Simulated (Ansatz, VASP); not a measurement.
## BN in VASP and in Ansatz

The input INCAR:

```
PREC = Accurate ; ENCUT = 600
EDIFF = 1E-6 ; ISMEAR = 0
SIGMA = 0.02 ; LREAL = F
LASPH = T ; NELM = 120
ALGO = Normal ; ISIF = 2
LWAVE = F ; LCHARG = F
GGA = PE ; NBANDS = 11
GGA_COMPAT = F
```

Contents of KPOINTS:

```
regular mesh
0
Gamma
  12 12 12
```

File POSCAR:

```
BN
1.0
    0.0000000000      1.8123307207      1.8123307207
    1.8123307207      0.0000000000      1.8123307207
    1.8123307207      1.8123307207      0.0000000000
B N
1 1
Direct
    0.0000000000      0.0000000000      0.0000000000
    0.7500000000      0.7500000000      0.7500000000
```

Input for Ansatz:

```yaml
crystal:
  lattice:
    - [0.0, 1.8123307207, 1.8123307207]
    - [1.8123307207, 0.0, 1.8123307207]
    - [1.8123307207, 1.8123307207, 0.0]
  atoms:
    - { symbol: B, position: [0.0, 0.0, 0.0] }
    - { symbol: "N", position: [0.75, 0.75, 0.75] }
basis:
  ecutwfc: 420
kpoints:
  mp_grid: { grid: [12, 12, 12] }
  band_path: { path: [VBM, CBM], npoints: 2 }
hamiltonian:
  xc: pbe
scf:
  occupations: { method: gaussian, width: 0.02 }
output:
  forces: true
  stress: true
  eigenvalues: true
checkpoint:
  read: start.run
  write: ck
  compress: false
  write_wavefunctions: false
  write_every: 100000
```

Alike in both runs: task single point; functional PBE; k mesh 12 × 12 × 12; occupations gaussian, width 0.02 eV; no spin polarisation.

```csv
,VASP,Ansatz
version,VASP 6.6.1,Ansatz 0.2.0
potentials or method,"VASP PAW PBE potentials, release 64 (B, N), cutoff 600 eV","scalar-relativistic, plane waves, PAW"
valence electrons in the cell,8,8
```

Ansatz gave:

| Quantity | Value |
| --- | --- |
| gap on the k mesh at the Fermi level (eV) | 4.46 |
| least direct gap on the mesh (eV) | 8.79 |
| pressure (GPa) | 0.0 |

Task: Which values does VASP return?

Result: gap on the k mesh at the Fermi level (eV): 4.45; least direct gap on the mesh (eV): 8.78; pressure (GPa): 0.0.

With one functional, cell and mesh, what is left measures potentials, basis and numerics.
